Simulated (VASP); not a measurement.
Input of a VASP 6.6.1 run:

The input INCAR:

```
ALGO = Normal
EDIFF = 1E-6
EDIFFG = -0.002
ENCUT = 600
GGA = CA
IBRION = 2
ISIF = 3
ISMEAR = 0
LASPH = True
LCHARG = False
LREAL = False
LWAVE = False
NELM = 100
NSW = 100
PREC = Accurate
SIGMA = 0.02
```

Contents of KPOINTS:

```
k-points
0
Gamma
  10 10 10
```

File POSCAR:

```
Si
1.0
    0.0000000000      2.7008304894      2.7008304894
    2.7008304894      0.0000000000      2.7008304894
    2.7008304894      2.7008304894      0.0000000000
Si
2
Direct
    0.5000000000      0.5000000000      0.5000000000
    0.7500000000      0.7500000000      0.7500000000
```

Potentials or basis: VASP PAW LDA potentials, release 64 (Si).

The run is started by

```console
$ cat potpaw_LDA.64/Si/POTCAR > POTCAR
$ mpirun -np 1 vasp_std > vasp.out
```

(1) What does it give for the relaxed volume?

(2) What does it give for the band gap on the k mesh?

## Answers

(1) 19.72 Å³/atom.

(2) 0.45 eV (least direct gap 2.53 eV).
